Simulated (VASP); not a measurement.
# MoS2 (P6_3/mmc) in VASP: further runs

The runs below take MoS2 through single point, with PBEsol.

Program: VASP 6.6.1. These are calculated values, not measurements. Logs are shortened: lines on timing, memory, paths and dates and some standing lists are left out, and cuts for length are marked.

## 1. The cell of the first run

The structure is hexagonal, space group P6_3/mmc (No. 194). The conventional cell has a = 3.330 Å, b = 3.330 Å, c = 12.284 Å, α = 90.00°, β = 90.00°, γ = 120.00°. Mo (site symmetry -6m2) has 6 S at 2.44 Å within 3.2 Å. Within 3.2 Å of S (site symmetry 3m) lie 3 Mo at 2.44 Å and 1 S at 3.00 Å.

## 2. Single point, PBEsol

Input file INCAR:

```
SYSTEM = MoS2
  PREC = Accurate
  ENCUT = 520
  EDIFF = 1E-7
  ISMEAR = 0
  SIGMA = 0.02
  LREAL = .FALSE.
  LASPH = .TRUE.
  NELM = 80
  ALGO = Normal
  ISIF = 2
  LWAVE = .FALSE.
  LCHARG = .TRUE.
  GGA = PS
  LELF = .TRUE.
  LVHAR = .TRUE.
  NBANDS = 35
```

Input file KPOINTS:

```
regular mesh
0
G
  12 12 2
  0 0 0
```

Input file POSCAR:

```
MoS2
1.0
    3.3298717024      0.0000000000      0.0000000000
   -1.6649358512      2.8837534857      0.0000000000
    0.0000000000      0.0000000000     12.2842836374
Mo S
2 4
Direct
    0.6666666667      0.3333333333      0.2500000000
    0.3333333333      0.6666666667      0.7500000000
    0.6666666667      0.3333333333      0.6279149883
    0.3333333333      0.6666666667      0.3720850117
    0.6666666667      0.3333333333      0.8720850117
    0.3333333333      0.6666666667      0.1279149883
```

Potentials or basis: VASP PAW PBE potentials, release 64 (Mo_sv, S).

Launch:

```console
$ cat potpaw_PBE.64/Mo_sv/POTCAR potpaw_PBE.64/S/POTCAR > POTCAR
$ mpirun -np 1 vasp_std > vasp.out
```

OUTCAR:

```text
SYSTEM = MoS2
   PREC = Accurate
   ENCUT = 520
   EDIFF = 1E-7
   ISMEAR = 0
   LREAL = .FALSE.
   LASPH = .TRUE.
   NELM = 80
   ISIF = 2
   GGA = PS

 ion  position               nearest neighbor table
   1  0.667  0.333  0.250-   4 2.44   6 2.44   4 2.44   6 2.44   4 2.44   6 2.44
   2  0.333  0.667  0.750-   3 2.44   5 2.44   3 2.44   5 2.44   3 2.44   5 2.44
   3  0.667  0.333  0.628-   2 2.44   2 2.44   2 2.44
   4  0.333  0.667  0.372-   1 2.44   1 2.44   1 2.44
   5  0.667  0.333  0.872-   2 2.44   2 2.44   2 2.44
   6  0.333  0.667  0.128-   1 2.44   1 2.44   1 2.44

  LATTYP: Found a hexagonal cell.
 ALAT       =     3.3298717024
 C/A-ratio  =     3.6891161988

  Lattice vectors:

 A1 = (   3.3298717024,   0.0000000000,   0.0000000000)
 A2 = (  -1.6649358512,   2.8837534857,   0.0000000000)
 A3 = (   0.0000000000,   0.0000000000,  12.2842836374)

Analysis of symmetry for initial positions (statically):
=====================================================================
 Subroutine PRICEL returns:
 Original cell was already a primitive cell.

 Routine SETGRP: Setting up the symmetry group for a
 hexagonal supercell.

 Subroutine GETGRP returns: Found 24 space group operations
 (whereof 12 operations were pure point group operations)
 out of a pool of 24 trial point group operations.

The static configuration has the point symmetry D_3d.
 The point group associated with its full space group is D_6h.

Analysis of symmetry for dynamics (positions and initial velocities):
=====================================================================
 Subroutine PRICEL returns:
 Original cell was already a primitive cell.

 Routine SETGRP: Setting up the symmetry group for a
 hexagonal supercell.

 Subroutine GETGRP returns: Found 24 space group operations
 (whereof 12 operations were pure point group operations)
 out of a pool of 24 trial point group operations.

The dynamic configuration has the point symmetry D_3d.
 The point group associated with its full space group is D_6h.

 Subroutine INISYM returns: Found 24 space group operations
 (whereof 12 operations are pure point group operations),
 and found     1 'primitive' translations

----------------------------------------------------------------------------------------

                                     Primitive cell

  volume of cell :     117.9602

  direct lattice vectors                    reciprocal lattice vectors
[... 98 lines left out ...]
   NSW    =      0    number of steps for IOM
   IBRION =     -1    ionic relax: 0-MD 1-quasi-New 2-CG
   NFREE  =      0    steps in history (QN), initial steepest desc. (CG)
   ISIF   =      2    stress and relaxation
   ISYM   =      2    0-nonsym 1-usesym 2-fastsym
   POTIM  = 0.5000    time-step for ionic-motion
   TEBEG  =    0.0;   TEEND  =   0.0 temperature during run
   PSTRESS=    0.0 pullay stress
   NELECT =      52.0000    total number of electrons
   NUPDOWN=      -1.0000    fix difference up-down
   EMIN   =  10.00;   EMAX   =-10.00  energy-range for DOS
   EFERMI =   0.00;   METHOD = LEGACY
   ISMEAR =     0;   SIGMA  =   0.02  broadening in eV -4-tet -1-fermi 0-gaus
   EFERMI_NEDOS =   21; number of points for ismear=-14 and -15
   IALGO  =     38    algorithm
   IMIX   =      4    mixing-type and parameters
     AMIX     =   0.40;   BMIX     =  1.00
     AMIX_MAG =   1.60;   BMIX_MAG =  1.00
  volume/ion in A,a.u.               =      19.66       132.67
  Fermi-wavevector in a.u.,A,eV,Ry     =   1.245941  2.354487 21.121260  1.552369
  Thomas-Fermi vector in A             =   2.380141
   LORBIT       =      0    0 simple, 1 ext, 2 COOP (PROOUT), +10 PAW based schemes
   GGA     = PS    functional components
   LHFCALC =     F    Hartree Fock is set to
   AEXX    =    0.0000 exact exchange contribution
   IVDW    =     0    specifies the selected vdW correction
   LEPSILON=     F    determine dielectric tensor
   LRPA    =     F    only Hartree local field effects (RPA)
 non-spin polarized calculation
 Gauss-broadening in eV      SIGMA  =   0.02
  energy-cutoff  :      520.00
  volume of cell :      117.96
 maximum number of plane-waves:      3192
 NGX is ok and might be reduce to    28
   NGX = 13   NGY = 13   NGZ = 45

 number of electron      51.9999999 magnetization

 Free energy of the ion-electron system (eV)
  ---------------------------------------------------
  ext. energy  EPLUGINS =         0.00000000
  ---------------------------------------------------
  free energy    TOTEN  =       -46.31376776 eV

  energy without entropy =      -46.31376750  energy(sigma->0) =      -46.31376763

 E-fermi :   6.6216     XC(G=0): -10.4648

 val. band max:        6.5735325992   @ k =   0.0000   0.0000   0.0000
 cond. band min:       6.6770519210   @ k =   0.3333   0.3333   0.0000
 fundamental gap:      0.1035193218
 Fermi energy:         6.6215581842

 k-point     1 :       0.0000    0.0000    0.0000
  band No.  band energies     occupation
      1     -55.2715      2.00000
      2     -55.2715      2.00000
      3     -29.3605      2.00000
      4     -29.3604      2.00000
      5     -29.3037      2.00000
      6     -29.3037      2.00000
[... 901 lines left out ...]
     34       9.4681      0.00000
     35      12.8077      0.00000

 [... further k-points ...]

------------------------ aborting loop because EDIFF is reached ----------------------------------------

  FORCE on cell =-STRESS in cart. coord.  units (eV):
  Direction    XX          YY          ZZ          XY          YZ          ZX
  --------------------------------------------------------------------------------------
  -------------------------------------------------------------------------------------
  Total       -9.9490694     -9.9490694     -0.0067239      0.0000000     -0.0000000      0.0000000
  in kB     -135.1318043   -135.1318043     -0.0913262      0.0000000     -0.0000000      0.0000000
  external PRESSURE =     -90.1183116 kB  Pullay stress =       0.0000000 kB

 VOLUME and BASIS-vectors are now :
 -----------------------------------------------------------------------------
  energy-cutoff  :      520.00
  volume of cell :      117.96
      direct lattice vectors                 reciprocal lattice vectors
     3.329871702  0.000000000  0.000000000     0.300311871  0.173385139  0.000000000
    -1.664935851  2.883753486  0.000000000     0.000000000  0.346770279  0.000000000
     0.000000000  0.000000000 12.284283637     0.000000000  0.000000000  0.081404828

 POSITION                                       TOTAL-FORCE (eV/Angst)
 -----------------------------------------------------------------------------------
      1.66494      0.96125      3.07107         0.000000      0.000000      0.000000
     -0.00000      1.92250      9.21321        -0.000000     -0.000000      0.000000
      1.66494      0.96125      7.71349        -0.000000     -0.000000     -0.002007
     -0.00000      1.92250      4.57080        -0.000000      0.000000      0.002007
      1.66494      0.96125     10.71294        -0.000000     -0.000000      0.002007
     -0.00000      1.92250      1.57134        -0.000000      0.000000     -0.002007
 -----------------------------------------------------------------------------------
    total drift:                                0.000000     -0.000000      0.000000

  FREE ENERGIE OF THE ION-ELECTRON SYSTEM (eV)
  ---------------------------------------------------
  free  energy   TOTEN  =       -46.3137677621 eV

  energy  without entropy=      -46.3137674998  energy(sigma->0) =      -46.31376763
```

OSZICAR:

```text
N       E                     dE             d eps       ncg     rms          rms(c)
DAV:   1     0.425501725062E+03    0.42550E+03   -0.29162E+04  2964   0.140E+03
DAV:   2    -0.258875559577E+02   -0.45139E+03   -0.43642E+03  3189   0.354E+02
DAV:   3    -0.492170748479E+02   -0.23330E+02   -0.22868E+02  3289   0.723E+01
DAV:   4    -0.496998282088E+02   -0.48275E+00   -0.48088E+00  3199   0.104E+01
DAV:   5    -0.497090281526E+02   -0.91999E-02   -0.91985E-02  3147   0.148E+00    0.310E+01
DAV:   6    -0.472595316856E+02    0.24495E+01   -0.15552E+01  2870   0.241E+01    0.120E+01
DAV:   7    -0.466580302034E+02    0.60150E+00   -0.59883E+00  2847   0.153E+01    0.733E+00
DAV:   8    -0.463158673550E+02    0.34216E+00   -0.82450E-01  2891   0.586E+00    0.254E+00
DAV:   9    -0.463202292057E+02   -0.43619E-02   -0.90871E-02  3075   0.147E+00    0.102E+00
DAV:  10    -0.463141957610E+02    0.60334E-02   -0.29467E-02  2882   0.115E+00    0.422E-01
DAV:  11    -0.463139932603E+02    0.20250E-03   -0.16080E-03  2856   0.226E-01    0.237E-01
DAV:  12    -0.463137586168E+02    0.23464E-03   -0.64471E-04  2947   0.145E-01    0.775E-02
DAV:  13    -0.463137634815E+02   -0.48647E-05   -0.12039E-04  3100   0.562E-02    0.146E-02
DAV:  14    -0.463137666672E+02   -0.31857E-05   -0.71605E-06  2934   0.128E-02    0.127E-02
DAV:  15    -0.463137676800E+02   -0.10127E-05   -0.13080E-06  2750   0.481E-03    0.512E-03
DAV:  16    -0.463137677621E+02   -0.82130E-07   -0.23594E-07  2634   0.284E-03
   1 F= -.46313768E+02 E0= -.46313768E+02  d E =-.262333E-06
```

It took 94 s on 1 thread of Intel Xeon 6975P-C (Granite Rapids), shared host; peak memory 0.31 GiB.

What came out:

- Free energy: -46.3138 eV
- Pressure: -9.0 GPa
- Band gap on the k mesh: 0.10 eV (least direct gap 1.18 eV)

Forces on the atoms (eV/Å):
```
Mo   0.000  0.000  0.000
Mo   0.000  0.000  0.000
S    0.000  0.000 -0.002
S    0.000  0.000  0.002
S    0.000  0.000  0.002
S    0.000  0.000 -0.002
```

Stress tensor (GPa, compression positive):
```
-13.51   0.00   0.00
  0.00 -13.51   0.00
  0.00   0.00  -0.01
```

Levels at points of the mesh, in eV from the valence-band top:
```
           k point  band 23  band 24  band 25  band 26  band 27  band 28  band 29  band 30
(0.00, 0.00, 0.00)    -2.76    -1.05    -0.82     0.00     1.49     1.49     1.50     1.50
(0.50, 0.00, 0.00)    -2.29    -2.28    -1.62    -1.42     0.78     0.83     1.21     1.31
(0.00, 0.00, 0.50)    -2.24    -2.24    -0.18    -0.18     1.49     1.49     1.49     1.49
(0.50, 0.00, 0.50)    -2.35    -2.35    -1.50    -1.50     0.80     0.80     1.26     1.26
```

Caveat: the cell stands under tension; the PAW data sets were made with another functional, which shifts forces and pressure a little; this functional lacks dispersion, which binds the layers, so the pressure and a relaxed spacing across them are unreliable.

## 3. Single point, PBEsol

This run uses another cell than the first one, of 17.93 Å³/atom.

Input file INCAR:

```
SYSTEM = MoS2
PREC     = Accurate       ! precision mode
ENCUT    = 520            ! plane-wave cutoff, eV
EDIFF    = 1E-6           ! SCF threshold, eV
ISMEAR   = 0              ! smearing method
SIGMA    = 0.02           ! smearing width, eV
LREAL    = .FALSE.        ! projectors in reciprocal space
LASPH    = .TRUE.         ! aspherical terms in the spheres
NELM     = 80             ! most SCF steps
ALGO     = Normal         ! electronic algorithm
ISIF     = 2              ! what is computed and relaxed
LWAVE    = .FALSE.        ! write WAVECAR
LCHARG   = .FALSE.        ! write CHGCAR
GGA      = PS             ! functional
NBANDS   = 35             ! bands
```

Input file KPOINTS:

```
Automatic mesh
0
G
  12 12 2
  0 0 0
```

Input file POSCAR:

```
MoS2
1.0
    3.1413883560      0.0000000000      0.0000000000
   -1.5706941780      2.7205221194      0.0000000000
    0.0000000000      0.0000000000     12.5850888989
Mo S
2 4
Direct
    0.6666666667      0.3333333333      0.2500000000
    0.3333333333      0.6666666667      0.7500000000
    0.6666666667      0.3333333333      0.6261196876
    0.3333333333      0.6666666667      0.3738803124
    0.6666666667      0.3333333333      0.8738803124
    0.3333333333      0.6666666667      0.1261196876
```

Potentials or basis: VASP PAW PBE potentials, release 64 (Mo_sv, S).

Launch:

```console
$ cat potpaw_PBE.64/Mo_sv/POTCAR potpaw_PBE.64/S/POTCAR > POTCAR
$ mpirun -np 1 vasp_std > vasp.out
```

It took 2.1 min on 1 thread of Intel Xeon 8259CL, shared host; peak memory 0.28 GiB.

Results (log left out):

* Free energy: -46.9057 eV
* Pressure: 0.0 GPa
* Band gap on the k mesh: 1.00 eV (least direct gap 1.75 eV)

Levels at points of the mesh, in eV from the valence-band top:
```
           k point  band 23  band 24  band 25  band 26  band 27  band 28  band 29  band 30
(0.00, 0.00, 0.00)    -2.03    -1.31    -1.12     0.00     2.29     2.29     2.31     2.31
(0.50, 0.00, 0.00)    -1.55    -1.40    -1.31    -1.23     1.81     1.84     2.20     2.45
(0.00, 0.00, 0.50)    -2.04    -2.04    -0.29    -0.29     2.30     2.30     2.30     2.30
(0.50, 0.00, 0.50)    -1.48    -1.48    -1.26    -1.26     1.82     1.82     2.33     2.33
```

Caveat: the PAW data sets were made with another functional, which shifts forces and pressure a little; this functional lacks dispersion, which binds the layers, so the pressure and a relaxed spacing across them are unreliable.

## 4. Single point, PBEsol

This run uses another cell than the first one, of 17.93 Å³/atom.

Input file INCAR:

```
  PREC = Accurate
  ENCUT = 520
  EDIFF = 1E-7
  ISMEAR = 0
  SIGMA = 0.02
  LREAL = False
  LASPH = True
  NELM = 100
  ALGO = Normal
  ISIF = 2
  LWAVE = False
  LCHARG = False
  GGA = PS
  NBANDS = 35
```

Input file KPOINTS:

```
regular mesh
0
Gamma
  12 12 2
```

POSCAR is that of step 3.

Launch:

```console
$ cat potpaw_PBE.64/Mo_sv/POTCAR potpaw_PBE.64/S/POTCAR > POTCAR
$ mpirun -np 1 vasp_std > vasp.out
```

Wall time 2.3 min (1 thread of Intel Xeon 8259CL, shared host); peak memory 0.29 GiB.

The run converged. Its results:

* Free energy: -46.9057 eV
* Pressure: 0.0 GPa
* Band gap on the k mesh: 1.00 eV (least direct gap 1.75 eV)

Levels at points of the mesh, in eV from the valence-band top:
| k point | band 23 | band 24 | band 25 | band 26 | band 27 | band 28 | band 29 | band 30 |
| --- | --- | --- | --- | --- | --- | --- | --- | --- |
| (0.00, 0.00, 0.00) | -2.03 | -1.31 | -1.12 | 0.00 | 2.29 | 2.29 | 2.31 | 2.31 |
| (0.50, 0.00, 0.00) | -1.55 | -1.40 | -1.31 | -1.23 | 1.81 | 1.84 | 2.20 | 2.45 |
| (0.00, 0.00, 0.50) | -2.04 | -2.04 | -0.29 | -0.29 | 2.30 | 2.30 | 2.30 | 2.30 |
| (0.50, 0.00, 0.50) | -1.48 | -1.48 | -1.26 | -1.26 | 1.82 | 1.82 | 2.33 | 2.33 |

Caveat: the PAW data sets were made with another functional, which shifts forces and pressure a little; this functional lacks dispersion, which binds the layers, so the pressure and a relaxed spacing across them are unreliable.
